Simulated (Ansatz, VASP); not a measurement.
Zn in VASP and in Ansatz

```xyz
1
Lattice="-0.2645 1.9406 1.9406 1.9406 -0.2645 1.9406 1.9406 1.9406 -0.2645" Properties=species:S:1:pos:R:3 pbc="T T T"
Zn    0.0000    0.0000    0.0000
```

Alike in both runs: task single point; functional PBE; k mesh 22 × 22 × 22; occupations gaussian, width 0.15 eV; no spin polarisation.

|  | VASP | Ansatz |
| --- | --- | --- |
| version | VASP 6.6.1 | Ansatz 0.2.0 |
| potentials or method | VASP PAW PBE potentials, release 64 (Zn), cutoff 520 eV | scalar-relativistic, plane waves, PAW |
| valence electrons in the cell | 12 | 12 |

VASP gave:

```
gap on the k mesh at the Fermi level (eV)                     : none
pressure (GPa)                                                : -5.1
traceless stress, the component that is largest in VASP (GPa) : 1.20
```

Which values does Ansatz return?

gap on the k mesh at the Fermi level (eV): none; pressure (GPa): -5.2; traceless stress, the component that is largest in VASP (GPa): 1.17.

A gap of «none» marks a metal or a gap that the smearing closes.
